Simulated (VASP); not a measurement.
The system is P.

```
CELL_PARAMETERS angstrom
1.72573 0.99635 3.12968
-1.72573 0.99635 3.12968
0.00000 -1.99270 3.12968
ATOMIC_POSITIONS crystal
P 0.22708 0.22708 0.22708
P 0.77292 0.77292 0.77292
```

* Program: VASP 6.6.1
* Task: relaxation of cell and atoms
* Functional: PBE
* Dispersion: D3(BJ)
* Potentials or basis: VASP PAW PBE potentials, release 64 (P)
* Cutoff: 600 eV
* k mesh: 15 × 15 × 15
* Occupations: gaussian, width 0.1 eV
* Spin: no spin polarisation

At the start: pressure -2.9 GPa; volume 16.14 Å³/atom.

Question: How do energy, volume and symmetry change on relaxing?

Answer: Over 13 steps the energy falls by 23.2 meV/atom and the volume is 14.80 Å³/atom (-8.3 %); space group R-3m (No. 166, to 0.1 Å) before and after.

Step by step:
```csv
step,energy change (eV),largest force (eV/Å),pressure (GPa),volume (Å³)
1,0.0000,0.2381,-2.92,32.29
2,-0.0203,0.3399,0.10,30.93
3,-0.0219,0.3730,1.22,30.49
4,-0.0363,0.1165,0.50,30.14
5,-0.0421,0.1183,-0.31,29.73
6,-0.0458,0.0472,0.24,29.49
7,-0.0461,0.0229,0.42,29.41
8,-0.0463,0.0396,-0.20,29.59
9,-0.0464,0.0362,-0.07,29.55
10,-0.0465,0.0083,0.02,29.56
11,-0.0465,0.0020,0.04,29.56
12,-0.0465,0.0014,0.00,29.59
13,-0.0465,0.0009,-0.03,29.61
```

Final structure:
```xyz
2
Lattice="1.7123 0.9886 2.9154 -1.7123 0.9886 2.9154 0.0000 -1.9771 2.9154" Properties=species:S:1:pos:R:3 pbc="T T T"
P     0.0000    0.0000    2.0431
P     0.0000    0.0000    6.7030
```
